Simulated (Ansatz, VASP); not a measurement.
# Two plane-wave programs on Sr

POSCAR

```
Sr
1.0
    0.0000000000      2.9802437979      2.9802437979
    2.9802437979      0.0000000000      2.9802437979
    2.9802437979      2.9802437979      0.0000000000
Sr
1
Direct
    0.0000000000      0.0000000000      0.0000000000
```

INCAR.step1

```
ALGO = Normal ; EDIFF = 1E-4
ENCUT = 520 ; GGA = PE
ISMEAR = -1 ; LASPH = True
LCHARG = False ; LREAL = False
LWAVE = True ; NBANDS = 11
NELM = 80 ; PREC = Accurate
SIGMA = 0.05
```

The input INCAR.step2:

```
ALGO = Normal ; EDIFF = 1E-6
ENCUT = 520 ; ISIF = 2
ISMEAR = -1 ; ISTART = 1
LASPH = True ; LCHARG = False
LMIXTAU = True ; LREAL = False
LWAVE = False ; METAGGA = R2SCAN
NBANDS = 11 ; NELM = 80
PREC = Accurate ; SIGMA = 0.05
```

The input KPOINTS:

```
k-points
0
Gamma
  6 6 6
```

File input.yaml:

```yaml
crystal:
  lattice:
    - [0.0, 2.9802437979, 2.9802437979]
    - [2.9802437979, 0.0, 2.9802437979]
    - [2.9802437979, 2.9802437979, 0.0]
  atoms:
    - { symbol: Sr, position: [0.0, 0.0, 0.0] }
hamiltonian:
  xc: r2scan
  pseudopotentials: { kind: paw }
kpoints:
  mp_grid: { grid: [6, 6, 6] }
scf:
  occupations: { method: fermi_dirac, width: 0.05 }
output:
  forces: true
  stress: true
  eigenvalues: true
```

Alike in both runs: task single point; functional r2SCAN; k mesh 6 × 6 × 6; occupations fermi-dirac, width 0.05 eV; no spin polarisation.

|  | VASP | Ansatz |
| --- | --- | --- |
| version | VASP 6.6.1 | Ansatz 0.2.0 |
| potentials or method | VASP PAW PBE potentials, release 64 (Sr_sv) | Ansatz PAW |
| plane-wave cutoff (eV) | 520 | 500 |
| valence electrons in the cell | 10 | 10 |

|  | VASP | Ansatz | Ansatz less VASP |
| --- | --- | --- | --- |
| gap on the k mesh at the Fermi level (eV) | none | none | - |
| pressure (GPa) | 0.9 | 0.9 | -0.03 |

VASP's potentials were made for PBE, not for r2SCAN. A gap of «none» marks a metal or a gap that the smearing closes. The functional is the same, so the differences come from potentials, cutoffs and numerics.
